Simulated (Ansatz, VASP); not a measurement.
# Two plane-wave programs on SbSe3

```
CELL_PARAMETERS angstrom
1.92313 1.11032 7.33521
-1.92313 1.11032 7.33521
0.00000 -2.22064 7.33521
ATOMIC_POSITIONS crystal
Sb 0.39310 0.39310 0.39310
Se 0.22270 0.22270 0.22270
Se 0.97683 0.97683 0.97683
Se 0.80587 0.80587 0.80587
```

Alike in both runs: functional PBEsol; k mesh 12 × 12 × 12; occupations gaussian, width 0.1 eV; no spin polarisation.

Ansatz relaxed the structure, and its values are those at the end. VASP's run is a single point on that final structure, the one shown.

|  | VASP | Ansatz |
| --- | --- | --- |
| version | VASP 6.6.1 | Ansatz 0.2.0 |
| potentials or method | VASP PAW PBE potentials, release 64 (Sb, Se), cutoff 520 eV | scalar-relativistic, plane waves, PAW |
| valence electrons in the cell | 23 | 63 |

VASP gave:

```
gap on the k mesh at the Fermi level (eV) : none
pressure (GPa)                            : 0.1
rms of the force components (eV/Å)        : 0.004
```

Problem. Estimate Ansatz's values.

Solution. gap on the k mesh at the Fermi level (eV): none; pressure (GPa): 0.0; rms of the force components (eV/Å): 0.002.

VASP's potentials were made for PBE, not for PBEsol. A gap of «none» marks a metal or a gap that the smearing closes. VASP's potentials hold 23 valence electrons a cell and Ansatz's 63, so a difference there can come from the potentials and not from the codes.

Neither program's run includes spin-orbit coupling.
